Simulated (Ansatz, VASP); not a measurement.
Al in VASP and in Ansatz

File INCAR:

```
SYSTEM = Al
PREC     = Accurate       ! precision mode
ENCUT    = 520            ! plane-wave cutoff, eV
EDIFF    = 1E-7           ! SCF threshold, eV
ISMEAR   = 0              ! smearing method
SIGMA    = 0.15           ! smearing width, eV
LREAL    = .FALSE.        ! projectors in reciprocal space
LASPH    = .TRUE.         ! aspherical terms in the spheres
NELM     = 80             ! most SCF steps
ALGO     = Fast           ! electronic algorithm
ISIF     = 2              ! what is computed and relaxed
LWAVE    = .FALSE.        ! write WAVECAR
LCHARG   = .TRUE.         ! write CHGCAR
GGA      = PE             ! functional
IVDW     = 12             ! dispersion correction
LELF     = .TRUE.         ! ELF
LVHAR    = .TRUE.       
NBANDS   = 14             ! bands
```

Contents of KPOINTS:

```
regular mesh
0
G
  18 18 4
  0 0 0
```

The input POSCAR:

```
Al
1.0
    2.8144222649      0.0000000000      0.0000000000
   -1.4072111325      2.4373611784      0.0000000000
    0.0000000000      0.0000000000      9.2410470711
Al
4
Direct
   -0.1617383453      0.0000000000      0.0000000000
    0.3333333333      0.6666666667      0.2500000000
    0.1617383453      0.0000000000      0.5000000000
    0.6666666667      0.3333333333      0.7500000000
```

Input for Ansatz:

```yaml
crystal:
  lattice:
    - [2.8144222649, 0.0, 0.0]
    - [-1.4072111325, 2.4373611784, 0.0]
    - [0.0, 0.0, 9.2410470711]
  atoms:
    - { symbol: Al, position: [-0.1617383453, 0.0, 0.0] }
    - { symbol: Al, position: [0.3333333333, 0.6666666667, 0.25] }
    - { symbol: Al, position: [0.1617383453, 0.0, 0.5] }
    - { symbol: Al, position: [0.6666666667, 0.3333333333, 0.75] }
basis:
  ecutwfc: 420
kpoints:
  mp_grid: { grid: [18, 18, 4] }
hamiltonian:
  xc: pbe
  pseudopotentials: { kind: paw, azcp: { folder: soft_1 } }
  dispersion: d3bj
scf:
  occupations: { method: gaussian, width: 0.15 }
output:
  forces: true
  stress: true
  eigenvalues: true
```

Change from the starting cell: mode 4 frozen in at -0.455 Å and mode 5 at +0.000 Å (largest displacements).

Alike in both runs: task single point; functional PBE; dispersion D3(BJ); k mesh 18 × 18 × 4; occupations gaussian, width 0.15 eV; no spin polarisation.

```csv
,VASP,Ansatz
version,VASP 6.6.1,Ansatz 0.2.0
potentials or method,"VASP PAW PBE potentials, release 64 (Al), cutoff 520 eV","scalar-relativistic, plane waves, PAW"
valence electrons in the cell,12,12
```

|  | VASP | Ansatz | Ansatz less VASP |
| --- | --- | --- | --- |
| gap on the k mesh at the Fermi level (eV) | none | none | - |
| pressure (GPa) | 1.8 | 1.8 | 0.00 |
| traceless stress, the component that is largest in VASP (GPa) | 2.91 | 2.91 | -0.004 |
| rms of the force components (eV/Å) | 0.197 | 0.197 | +0.0003 |

Atom by atom the forces differ by 0.000 eV/Å (rms over components). A gap of «none» marks a metal or a gap that the smearing closes.
